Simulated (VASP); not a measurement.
Set up this calculation in VASP 6.6.1, as the native input.

| Item | Value |
| --- | --- |
| Task | single point |
| Functional | PBEsol |
| Potentials or basis | VASP PAW PBE potentials, release 64 (Cs_sv, Sn_d, I) |
| Cutoff | 520 eV |
| k mesh | 6 × 6 × 6 |
| Occupations | gaussian, width 0.03 eV |
| Spin | no spin polarisation |
| Dipole correction | no |
| Further INCAR settings | ALGO = Normal; EDIFF = 1e-07; NBANDS = 30 |

The structure of CsSnI3 lies in POSCAR:

```
CsSnI3
1.0
    6.2057000000      0.0000000000      0.0000000000
    0.0000000000      6.2057000000      0.0000000000
    0.0000000000      0.0000000000      6.2057000000
Cs Sn I
1 1 3
Direct
    0.0000000000      0.0000000000      0.0000000000
    0.5000000000      0.5000000000      0.5000000000
   -0.0201427720      0.5000000000      0.5000000000
    0.4798572280      0.0000000000      0.5000000000
    0.4798572280      0.5000000000      0.0000000000
```

This cell differs from its parent crystal: all I atoms moved +0.125 Å, as atom 3 towards its neighbour atom 2 (Sn) at 3.103 Å.

The input as run:

INCAR

```
PREC = Accurate
ENCUT = 520
EDIFF = 1E-7
ISMEAR = 0
SIGMA = 0.03
LREAL = F
LASPH = T
NELM = 100
ALGO = Normal
ISIF = 2
LWAVE = F
LCHARG = T
GGA = PS
LELF = T
LVHAR = T
NBANDS = 30
```

KPOINTS

```
Automatic mesh
0
Gamma
  6 6 6
```

Potentials or basis: VASP PAW PBE potentials, release 64 (Cs_sv, Sn_d, I).

Run with:

```console
$ cat potpaw_PBE.64/Cs_sv/POTCAR potpaw_PBE.64/Sn_d/POTCAR potpaw_PBE.64/I/POTCAR > POTCAR
$ mpirun -np 1 vasp_std > vasp.out
```

Results of the run:

```
Pressure               : -0.5 GPa
Largest force          : 0.095 eV/Å
Band gap on the k mesh : 0.28 eV
```

Caveat: the cell differs from its parent crystal (all I atoms moved +0.125 Å, as atom 3 towards its neighbour atom 2 (Sn) at 3.103 Å); the PAW data sets were made with another functional, which shifts forces and pressure a little; spin-orbit coupling is left out, which moves the levels of the heavy elements.

Run time: 3.7 min on 1 thread of Intel(R) Xeon(R) Platinum 8259CL CPU @ 2.50GHz (Skylake/Cascade Lake), with other jobs on the host, peak memory 0.5 GiB.
